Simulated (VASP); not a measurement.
# W (P6_3/mmc) in VASP: relaxation of cell and atoms with PBE

Aim: the relaxation of cell and atoms of W with PBE.

Everything below comes from runs of VASP 6.6.1. Logs are shortened: lines on timing, memory, paths and dates and some standing lists are left out, and cuts for length are marked.

### Step 1. The cell of the first run

The structure is hexagonal, space group P6_3/mmc (No. 194). The conventional cell has a = 2.777 Å, b = 2.777 Å, c = 4.947 Å, α = 90.00°, β = 90.00°, γ = 120.00°. Within 3.7 Å of W (site symmetry -6m2) lie 12 W at 2.78 to 2.95 Å.

This isn't the form of W at room conditions, which is bcc.

### Step 2. Relaxation of cell and atoms, PBE

Contents of INCAR:

```
PREC = Accurate ; ENCUT = 600
EDIFF = 1E-6 ; ISMEAR = -1
SIGMA = 0.05 ; LREAL = False
LASPH = True ; NELM = 80
ALGO = Normal ; ISIF = 3
LWAVE = False ; LCHARG = False
GGA = PE ; IBRION = 2
NSW = 45 ; EDIFFG = -0.005
```

Contents of KPOINTS:

```
regular mesh
0
Gamma
  17 17 9
```

Contents of POSCAR:

```
W
1.0
    2.7768047187      0.0000000000      0.0000000000
   -1.3884023594      2.4047834278      0.0000000000
    0.0000000000      0.0000000000      4.9469378860
W
2
Direct
    0.3333333333      0.6666666667      0.2500000000
    0.6666666667      0.3333333333      0.7500000000
```

Potentials or basis: VASP PAW PBE potentials, release 64 (W_sv).

Started as:

```
cat potpaw_PBE.64/W_sv/POTCAR > POTCAR
mpirun -np 1 vasp_std > vasp.out
```

OUTCAR:

```text
PREC = Accurate
   ENCUT = 600
   EDIFF = 1E-6
   ISMEAR = -1
   LREAL = False
   LASPH = True
   NELM = 80
   ISIF = 3
   GGA = PE
   IBRION = 2
   NSW = 45
   EDIFFG = -0.005

 ion  position               nearest neighbor table
   1  0.333  0.667  0.250-   2 2.95   2 2.95   2 2.95   2 2.95   2 2.95   2 2.95
   2  0.667  0.333  0.750-   1 2.95   1 2.95   1 2.95   1 2.95   1 2.95   1 2.95

  LATTYP: Found a hexagonal cell.
 ALAT       =     2.7768047187
 C/A-ratio  =     1.7815217083

  Lattice vectors:

 A1 = (   2.7768047187,   0.0000000000,   0.0000000000)
 A2 = (  -1.3884023594,   2.4047834278,   0.0000000000)
 A3 = (   0.0000000000,   0.0000000000,   4.9469378860)

Analysis of symmetry for initial positions (statically):
=====================================================================
 Subroutine PRICEL returns:
 Original cell was already a primitive cell.

 Routine SETGRP: Setting up the symmetry group for a
 hexagonal supercell.

 Subroutine GETGRP returns: Found 24 space group operations
 (whereof 12 operations were pure point group operations)
 out of a pool of 24 trial point group operations.

The static configuration has the point symmetry D_3d.
 The point group associated with its full space group is D_6h.

Analysis of symmetry for dynamics (positions and initial velocities):
=====================================================================
 Subroutine PRICEL returns:
 Original cell was already a primitive cell.

 Routine SETGRP: Setting up the symmetry group for a
 hexagonal supercell.

 Subroutine GETGRP returns: Found 24 space group operations
 (whereof 12 operations were pure point group operations)
 out of a pool of 24 trial point group operations.

The dynamic configuration has the point symmetry D_3d.
 The point group associated with its full space group is D_6h.

 Subroutine INISYM returns: Found 24 space group operations
 (whereof 12 operations are pure point group operations),
 and found     1 'primitive' translations

----------------------------------------------------------------------------------------

                                     Primitive cell

  volume of cell :      33.0337

  direct lattice vectors                    reciprocal lattice vectors
     2.776804719  0.000000000  0.000000000     0.360126153  0.207918931  0.000000000
    -1.388402359  2.404783428  0.000000000     0.000000000  0.415837862  0.000000000
     0.000000000  0.000000000  4.946937886     0.000000000  0.000000000  0.202145251

  length of vectors
     2.776804719  2.776804719  4.946937886     0.415837862  0.415837862  0.202145251

  position of ions in fractional coordinates (direct lattice)
     0.333333333  0.666666667  0.250000000
     0.666666667  0.333333333  0.750000000

  ion indices of the primitive-cell ions
   primitive index   ion index
                 1           1
                 2           2

----------------------------------------------------------------------------------------

 KPOINTS: regular mesh

Automatic generation of k-mesh.
 Grid dimensions read from file:
 generate k-points for:   17   17    9

 Generating k-lattice:

  Cartesian coordinates                     Fractional coordinates (reciprocal lattice)
     0.021183891  0.012230525  0.000000000     0.058823529 -0.000000000  0.000000000
     0.000000000  0.024461051  0.000000000     0.000000000  0.058823529  0.000000000
     0.000000000  0.000000000  0.022460583     0.000000000  0.000000000  0.111111111

  Length of vectors
     0.024461051  0.024461051  0.022460583

  Shift w.r.t. Gamma in fractional coordinates (k-lattice)
     0.000000000  0.000000000  0.000000000

 Subroutine IBZKPT returns following result:
 ===========================================

 Found    165 irreducible k-points:

 Following reciprocal coordinates:
            Coordinates               Weight
  0.000000  0.000000  0.000000      1.000000
  0.058824  0.000000  0.000000      6.000000
  0.117647  0.000000  0.000000      6.000000
  0.176471  0.000000  0.000000      6.000000
  0.235294  0.000000  0.000000      6.000000
  0.294118  0.000000  0.000000      6.000000
[... 16 lines left out ...]
  0.411765  0.117647  0.000000     12.000000
  0.176471  0.176471  0.000000      6.000000
 [... further k-points ...]
   k-points           NKPTS =    165   k-points in BZ     NKDIM =    165   number of bands    NBANDS=     18
   number of dos      NEDOS =    301   number of ions     NIONS =      2
   total plane-waves  NPLWV =  23040
   dimension x,y,z NGX =    24 NGY =   24 NGZ =   40
   dimension x,y,z NGXF=    48 NGYF=   48 NGZF=   80
   ions per type =               2
   NGX,Y,Z   is equivalent  to a cutoff of  14.37, 14.37, 13.44 a.u.
   NGXF,Y,Z  is equivalent  to a cutoff of  28.74, 28.74, 26.88 a.u.
 SYSTEM =  unknown system
   PREC   = accura    normal or accurate (medium, high low for compatibility)
   ISTART =      0    job   : 0-new  1-cont  2-samecut
   ICHARG =      2    charge: 1-file 2-atom 10-const
   ISPIN  =      1    spin polarized calculation?
   LNONCOLLINEAR =      F non collinear calculations
   LSORBIT =      F    spin-orbit coupling
   LASPH  =      T    aspherical Exc in radial PAW
   ENCUT  =  600.0 eV  44.10 Ry    6.64 a.u.   5.55  5.55  9.88*2*pi/ulx,y,z
   NELM   =     80;   NELMIN=  2; NELMDL= -5     # of ELM steps
   EDIFF  = 0.1E-05   stopping-criterion for ELM
   LREAL  =      F    real-space projection
   EDIFFG = -.5E-02   stopping-criterion for IOM
   NSW    =     45    number of steps for IOM
   IBRION =      2    ionic relax: 0-MD 1-quasi-New 2-CG
   NFREE  =      1    steps in history (QN), initial steepest desc. (CG)
   ISIF   =      3    stress and relaxation
   ISYM   =      2    0-nonsym 1-usesym 2-fastsym
   POTIM  = 0.5000    time-step for ionic-motion
   TEBEG  =    0.0;   TEEND  =   0.0 temperature during run
   PSTRESS=    0.0 pullay stress
   NELECT =      28.0000    total number of electrons
   NUPDOWN=      -1.0000    fix difference up-down
   EMIN   =  10.00;   EMAX   =-10.00  energy-range for DOS
   EFERMI =   0.00;   METHOD = LEGACY
   ISMEAR =    -1;   SIGMA  =   0.05  broadening in eV -4-tet -1-fermi 0-gaus
   EFERMI_NEDOS =   21; number of points for ismear=-14 and -15
   IALGO  =     38    algorithm
   IMIX   =      4    mixing-type and parameters
     AMIX     =   0.40;   BMIX     =  1.00
     AMIX_MAG =   1.60;   BMIX_MAG =  1.00
  volume/ion in A,a.u.               =      16.52       111.46
  Fermi-wavevector in a.u.,A,eV,Ry     =   1.549322  2.927793 32.659391  2.400398
  Thomas-Fermi vector in A             =   2.654145
   LORBIT       =      0    0 simple, 1 ext, 2 COOP (PROOUT), +10 PAW based schemes
   GGA     = PE    functional components
   LHFCALC =     F    Hartree Fock is set to
   AEXX    =    0.0000 exact exchange contribution
   IVDW    =     0    specifies the selected vdW correction
   LEPSILON=     F    determine dielectric tensor
   LRPA    =     F    only Hartree local field effects (RPA)
 conjugate gradient relaxation of ions
 non-spin polarized calculation
  energy-cutoff  :      600.00
  volume of cell :       33.03
 maximum number of plane-waves:      1129
 NGX is ok and might be reduce to    24
   NGX = 11   NGY = 11   NGZ = 19

--------------------------------------- Ionic step        1  -------------------------------------------

 number of electron      28.0000002 magnetization

 Free energy of the ion-electron system (eV)
  ---------------------------------------------------
  ext. energy  EPLUGINS =         0.00000000
  ---------------------------------------------------
  free energy    TOTEN  =       -24.91615613 eV

  energy without entropy =      -24.89774836  energy(sigma->0) =      -24.90695224

------------------------ aborting loop because EDIFF is reached ----------------------------------------

  FORCE on cell =-STRESS in cart. coord.  units (eV):
  Direction    XX          YY          ZZ          XY          YZ          ZX
  --------------------------------------------------------------------------------------
  -------------------------------------------------------------------------------------
  Total        0.1085075      0.1085075      0.0783741     -0.0000000      0.0000000      0.0000000
  in kB        5.2627503      5.2627503      3.8012396     -0.0000000      0.0000000      0.0000000
  external PRESSURE =       4.7755801 kB  Pullay stress =       0.0000000 kB

 VOLUME and BASIS-vectors are now :
 -----------------------------------------------------------------------------
  energy-cutoff  :      600.00
  volume of cell :       33.03
      direct lattice vectors                 reciprocal lattice vectors
     2.776804719  0.000000000  0.000000000     0.360126153  0.207918931  0.000000000
    -1.388402359  2.404783428  0.000000000     0.000000000  0.415837862  0.000000000
     0.000000000  0.000000000  4.946937886     0.000000000  0.000000000  0.202145251
[... 37 lines left out ...]
 POSITION                                       TOTAL-FORCE (eV/Angst)
 -----------------------------------------------------------------------------------
     -0.00000      1.60739      1.23907         0.000000     -0.000000      0.000000
      1.39204      0.80369      3.71722        -0.000000      0.000000      0.000000
 -----------------------------------------------------------------------------------
    total drift:                               -0.000000      0.000000     -0.000000

  FREE ENERGIE OF THE ION-ELECTRON SYSTEM (eV)
  ---------------------------------------------------
  free  energy   TOTEN  =       -24.9154307579 eV

  energy  without entropy=      -24.8969561212  energy(sigma->0) =      -24.90619344

--------------------------------------- Ionic step        3  -------------------------------------------

 number of electron      28.0000002 magnetization

 Free energy of the ion-electron system (eV)
  ---------------------------------------------------
  ext. energy  EPLUGINS =         0.00000000
  ---------------------------------------------------
  free energy    TOTEN  =       -24.91626075 eV

  energy without entropy =      -24.89783616  energy(sigma->0) =      -24.90704845

 E-fermi :  10.4796     XC(G=0): -13.3807

 val. band max:       10.4781134944   @ k =   0.1176   0.0000   0.3333
 cond. band min:      10.4853164039   @ k =   0.0588   0.0000   0.1111
 fundamental gap:      0.0072029095
 Fermi energy:        10.4796274699

 k-point     1 :       0.0000    0.0000    0.0000
  band No.  band energies     occupation
      1     -63.3103      2.00000
      2     -63.2416      2.00000
      3     -28.0157      2.00000
      4     -27.1266      2.00000
      5     -26.9355      2.00000
      6     -26.9355      2.00000
[... 10 lines left out ...]
     17      12.4673      0.00000
     18      12.4673      0.00000
[... 463 lines left out ...]
 k-point    24 :       0.1765    0.1765    0.0000
  band No.  band energies     occupation
      1     -63.2310      2.00000
      2     -63.1877      2.00000
      3     -27.7427      2.00000
      4     -27.5986      2.00000
      5     -27.5983      2.00000
      6     -27.1832      2.00000
[... 10 lines left out ...]
     17      13.6270      0.00000
     18      14.4573      0.00000

 [... further k-points ...]
[... 5 lines left out ...]
  --------------------------------------------------------------------------------------
  -------------------------------------------------------------------------------------
  Total        0.0032057      0.0032057      0.0067815     -0.0000000     -0.0000000      0.0000000
  in kB        0.1551962      0.1551962      0.3283084     -0.0000000     -0.0000000      0.0000000
  external PRESSURE =       0.2129003 kB  Pullay stress =       0.0000000 kB

 VOLUME and BASIS-vectors are now :
 -----------------------------------------------------------------------------
  energy-cutoff  :      600.00
  volume of cell :       33.09
      direct lattice vectors                 reciprocal lattice vectors
     2.778678200 -0.000000000  0.000000000     0.359883343  0.207778745  0.000000000
    -1.389339100  2.406405910  0.000000000     0.000000000  0.415557490  0.000000000
    -0.000000000  0.000000000  4.949348640    -0.000000000 -0.000000000  0.202046789

 POSITION                                       TOTAL-FORCE (eV/Angst)
 -----------------------------------------------------------------------------------
     -0.00000      1.60427      1.23734         0.000000      0.000000      0.000000
      1.38934      0.80214      3.71201        -0.000000     -0.000000      0.000000
 -----------------------------------------------------------------------------------
    total drift:                               -0.000000      0.000000     -0.000000

  FREE ENERGIE OF THE ION-ELECTRON SYSTEM (eV)
  ---------------------------------------------------
  free  energy   TOTEN  =       -24.9162607501 eV

  energy  without entropy=      -24.8978361551  energy(sigma->0) =      -24.90704845

 reached required accuracy - stopping structural energy minimisation
```

Run time: 2.3 min. Hardware: 1 thread of Intel Xeon Platinum 8259CL at 2.50GHz (Skylake/Cascade Lake), shared host; peak memory 0.24 GiB.

Results:

| Item | Value |
| --- | --- |
| Free energy | -24.9163 eV |
| Relaxed volume | 16.55 Å³/atom |
| Relaxed cell | a = 2.779 Å, b = 2.779 Å, c = 4.949 Å, α = 90.00°, β = 90.00°, γ = 120.00° |
| Space group after relaxing (to 0.1 Å) | P6_3/mmc (No. 194) |
| Energy gained by relaxing | 0.1 meV/atom |
| Ionic steps | 3 |
| Pressure after relaxing | 0.0 GPa |
| Band gap on the k mesh | zero (bands 14 and 15 overlap by 1.76 eV) |

Step by step:
| step | energy change (eV) | largest force (eV/Å) | pressure (GPa) | volume (Å³) |
| --- | --- | --- | --- | --- |
| 1 | 0.0000 | 0.0000 | 0.48 | 33.03 |
| 2 | 0.0007 | 0.0000 | -1.49 | 33.27 |
| 3 | -0.0001 | 0.0000 | 0.02 | 33.09 |

Final structure:
```
W
1.0
     2.77868    0.00000    0.00000
    -1.38934    2.40641    0.00000
     0.00000    0.00000    4.94935
W
2
Direct
  0.33333 0.66667 0.25000
  0.66667 0.33333 0.75000
```

Levels at points of the mesh, in eV from the Fermi level:
```tsv
k point	band 11	band 12	band 13	band 14	band 15	band 16	band 17	band 18
(0.00, 0.00, 0.00)	-1.68	-0.43	-0.43	-0.32	0.14	0.14	1.99	1.99
```

Caveat: spin-orbit coupling is left out, which moves the levels of the heavy elements.
